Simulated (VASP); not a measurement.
# Ta3Al2N5 (I4/mmm) in VASP: a series of runs, part 2 of 2

VASP 6.6.1.

## (3) Single point, PBE

This run uses another cell than the first one, of 13.29 Å³/atom.

Contents of INCAR:

```
SYSTEM = Ta3Al2N5
  PREC = Accurate
  ENCUT = 520
  EDIFF = 1E-6
  ISMEAR = 0
  SIGMA = 0.1
  LREAL = .False.
  LASPH = .True.
  NELM = 60
  ALGO = Normal
  ISIF = 2
  LWAVE = .False.
  LCHARG = .True.
  GGA = PE
  LELF = .True.
  LVHAR = .True.
  NBANDS = 43
```

Contents of KPOINTS:

```
Automatic mesh
0
Gamma
  8 8 8
  0 0 0
```

Contents of POSCAR:

```
Ta3Al2N5
1.0
   -1.6750764000      1.6750764000     11.8445787800
    1.6750764000     -1.6750764000     11.8445787800
    1.6750764000      1.6750764000    -11.8445787800
Ta Al N
3 2 5
Direct
    0.1000000000      0.1000000000      0.0000000000
    0.9000000000      0.9000000000      0.0000000000
    0.5000000000      0.5000000000      0.0000000000
    0.7000000000      0.7000000000      0.0000000000
    0.3000000000      0.3000000000      0.0000000000
    0.0000000000      0.0000000000      0.0000000000
    0.6000000000      0.6000000000      0.0000000000
    0.2000000000      0.2000000000      0.0000000000
    0.8000000000      0.8000000000      0.0000000000
    0.4000000000      0.4000000000      0.0000000000
```

Potentials or basis: VASP PAW PBE potentials, release 64 (Ta_pv, Al, N).

The run is started by

```sh
$ cat potpaw_PBE.64/Ta_pv/POTCAR potpaw_PBE.64/Al/POTCAR potpaw_PBE.64/N/POTCAR > POTCAR
$ mpirun -np 1 vasp_std > vasp.out
```

OUTCAR:

```text
SYSTEM = Ta3Al2N5
   PREC = Accurate
   ENCUT = 520
   EDIFF = 1E-6
   ISMEAR = 0
   LREAL = .False.
   LASPH = .True.
   NELM = 60
   ISIF = 2
   GGA = PE

 ion  position               nearest neighbor table
   1  0.100  0.100  0.000-   6 2.37   8 2.37   7 2.37   7 2.37   7 2.37   7 2.37   4 3.35   4 3.35
                             3 3.35   3 3.35   3 3.35   4 3.35   3 3.35   4 3.35
   2  0.900  0.900  0.000-   6 2.37   9 2.37  10 2.37  10 2.37  10 2.37  10 2.37   3 3.35   3 3.35
                             5 3.35   5 3.35   5 3.35   3 3.35   5 3.35   3 3.35
   3  0.500  0.500  0.000-   7 2.37  10 2.37   6 2.37   6 2.37   6 2.37   6 2.37   1 3.35   1 3.35
                             2 3.35   2 3.35   2 3.35   1 3.35   2 3.35   1 3.35
   4  0.700  0.700  0.000-   9 2.37   7 2.37   8 2.37   8 2.37   8 2.37   8 2.37   5 3.35   5 3.35
                             5 3.35   5 3.35   1 3.35   1 3.35   1 3.35   1 3.35
   5  0.300  0.300  0.000-   8 2.37  10 2.37   9 2.37   9 2.37   9 2.37   9 2.37   4 3.35   4 3.35
                             4 3.35   4 3.35   2 3.35   2 3.35   2 3.35   2 3.35
   6  0.000  0.000  0.000-   1 2.37   2 2.37   3 2.37   3 2.37   3 2.37   3 2.37
   7  0.600  0.600  0.000-   3 2.37   4 2.37   1 2.37   1 2.37   1 2.37   1 2.37
   8  0.200  0.200  0.000-   5 2.37   1 2.37   4 2.37   4 2.37   4 2.37   4 2.37
   9  0.800  0.800  0.000-   4 2.37   2 2.37   5 2.37   5 2.37   5 2.37   5 2.37
  10  0.400  0.400  0.000-   3 2.37   5 2.37   2 2.37   2 2.37   2 2.37   2 2.37

  LATTYP: Found a body centered tetragonal cell.
 ALAT       =     3.3501528000
 C/A-ratio  =     7.0710677913

  Lattice vectors:

 A1 = (  -1.6750764000,   1.6750764000,  11.8445787800)
 A2 = (   1.6750764000,  -1.6750764000,  11.8445787800)
 A3 = (   1.6750764000,   1.6750764000, -11.8445787800)

Analysis of symmetry for initial positions (statically):
=====================================================================
 Subroutine PRICEL returns:
 Original cell was already a primitive cell.

 Routine SETGRP: Setting up the symmetry group for a
 body centered tetragonal supercell.

 Subroutine GETGRP returns: Found 16 space group operations
 (whereof 16 operations were pure point group operations)
[... 158 lines left out ...]
   LHFCALC =     F    Hartree Fock is set to
   AEXX    =    0.0000 exact exchange contribution
   IVDW    =     0    specifies the selected vdW correction
   LEPSILON=     F    determine dielectric tensor
   LRPA    =     F    only Hartree local field effects (RPA)
 non-spin polarized calculation
 Gauss-broadening in eV      SIGMA  =   0.10
  energy-cutoff  :      520.00
  volume of cell :      132.94
 maximum number of plane-waves:      3600
 NGX is ok and might be reduce to    90
   NGX = 45   NGY = 45   NGZ = 45

 number of electron      63.9999993 magnetization

 Free energy of the ion-electron system (eV)
  ---------------------------------------------------
  ext. energy  EPLUGINS =         0.00000000
  ---------------------------------------------------
  free energy    TOTEN  =       -87.82468204 eV

  energy without entropy =      -87.79651020  energy(sigma->0) =      -87.81059612

 E-fermi :   7.0413     XC(G=0): -11.4497

 val. band max:        7.0358117889   @ k =  -0.3750   0.3750   0.1250
 cond. band min:       7.0491935282   @ k =   0.2500   0.1250   0.1250
 fundamental gap:      0.0133817392
 Fermi energy:         7.0413436185

 k-point     1 :       0.0000    0.0000    0.0000
  band No.  band energies     occupation
      1     -29.3427      2.00000
      2     -29.2526      2.00000
      3     -29.2225      2.00000
      4     -29.2225      2.00000
      5     -29.1845      2.00000
      6     -29.1845      2.00000
[... 1093 lines left out ...]
     42      10.1911      0.00000
     43      10.4722      0.00000

 [... further k-points ...]
[... 5 lines left out ...]
  --------------------------------------------------------------------------------------
  -------------------------------------------------------------------------------------
  Total      -35.8391800    -35.8391800    -31.0893233      0.0000000      0.0000000      0.0000000
  in kB     -431.9363903   -431.9363903   -374.6907744      0.0000000      0.0000000      0.0000000
  external PRESSURE =    -412.8545184 kB  Pullay stress =       0.0000000 kB

 VOLUME and BASIS-vectors are now :
 -----------------------------------------------------------------------------
  energy-cutoff  :      520.00
  volume of cell :      132.94
      direct lattice vectors                 reciprocal lattice vectors
    -1.675076400  1.675076400 11.844578780     0.000000000  0.298493848  0.042213405
     1.675076400 -1.675076400 11.844578780     0.298493848  0.000000000  0.042213405
     1.675076400  1.675076400-11.844578780     0.298493848  0.298493848  0.000000000

 POSITION                                       TOTAL-FORCE (eV/Angst)
 -----------------------------------------------------------------------------------
      0.00000      0.00000      2.36892        -0.000000     -0.000000     -1.091448
      0.00000      0.00000     21.32024        -0.000000     -0.000000      1.091448
      0.00000      0.00000     11.84458         0.000000      0.000000     -0.000000
      0.00000      0.00000     16.58241         0.000000      0.000000      0.427673
      0.00000      0.00000      7.10675        -0.000000     -0.000000     -0.427673
      0.00000      0.00000      0.00000         0.000000      0.000000     -0.000000
      0.00000      0.00000     14.21349         0.000000      0.000000      0.807633
      0.00000      0.00000      4.73783         0.000000      0.000000     -0.320661
      0.00000      0.00000     18.95133         0.000000      0.000000      0.320661
      0.00000      0.00000      9.47566         0.000000      0.000000     -0.807633
 -----------------------------------------------------------------------------------
    total drift:                                0.000000      0.000000     -0.000000

  FREE ENERGIE OF THE ION-ELECTRON SYSTEM (eV)
  ---------------------------------------------------
  free  energy   TOTEN  =       -87.8246820418 eV

  energy  without entropy=      -87.7965101990  energy(sigma->0) =      -87.81059612
```

stdout:

```text
POSCAR found type information on POSCAR TaAlN
 POSCAR found :  3 types and      10 ions
 scaLAPACK will be used
 LDA part: xc-table for (Slater+PW92), standard interpolation
 POSCAR, INCAR and KPOINTS ok, starting setup
 FFT: planning ... GRIDC
 FFT: planning ... GRID_SOFT
 FFT: planning ... GRID
 WAVECAR not read
 entering main loop
```

Wall time 45 min (1 thread of Intel Xeon Platinum 8559C (Emerald Rapids), shared host); peak memory 1.5 GiB.

What came out:

```yaml
Free_energy: -87.8247 eV
Pressure: -41.3 GPa
Largest_force: 1.091 eV/Å
Band_gap_on_the_k_mesh: zero (bands 32 and 33 overlap by 2.01 eV)
```

Forces on the atoms (eV/Å):
```
Ta   0.000  0.000 -1.091
Ta   0.000  0.000  1.091
Ta   0.000  0.000  0.000
Al   0.000  0.000  0.428
Al   0.000  0.000 -0.428
N    0.000  0.000  0.000
N    0.000  0.000  0.808
N    0.000  0.000 -0.321
N    0.000  0.000  0.321
N    0.000  0.000 -0.808
```

Stress tensor (GPa, compression positive):
```
-43.19   0.00   0.00
  0.00 -43.19   0.00
  0.00   0.00 -37.47
```

Caveat: the stress differs along the axes, from -43 to -37 GPa; spin-orbit coupling is left out, which moves the levels of the heavy elements; forces of over 1 eV/Å act on the atoms, so gaps and moduli don't describe the material at rest.

The gap in the log of VASP goes by the Fermi energy; the results here count the filled bands.